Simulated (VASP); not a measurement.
Runs of VASP 6.6.1 on SnO. The structure is that of space group P4/nmm (No. 129), or close to it. The cells are those of the table. 

```tsv
task	cell	gap on the mesh (eV)	pressure (GPa)	largest force (eV/Å)
electric field gradients	a = 3.776, b = 3.776, c = 4.804 Å, 4 atoms	0.02	-0.6	0.15
electric field gradients	a = 3.751, b = 3.751, c = 4.771 Å, 4 atoms	(c)	1.5	(b)
electric field gradients	a = 3.852, b = 3.852, c = 4.900 Å, 4 atoms	0.22	-5.9	0.66
single point	a = 3.789, b = 3.789, c = 4.820 Å, 4 atoms	(a)	-1.6	(d)
single point	a = 3.802, b = 3.802, c = 4.739 Å, 4 atoms	0.13	-0.9	0.22
```

Alike in all rows: level LDA; potentials or basis VASP PAW LDA potentials, release 64 (Sn_d, O); no spin polarisation; k mesh 6 × 6 × 5; cutoff (eV) 520; smearing fermi-dirac 0.02 eV.

Task: Fill in the values left out.

Result: (a) 0.05; (b) 0.48; (c) none; (d) 0.01.

Caveats: spin-orbit coupling is left out, which moves the levels of the heavy elements.

A k mesh can miss the band edges, and the runs leave out spin-orbit coupling on Sn.
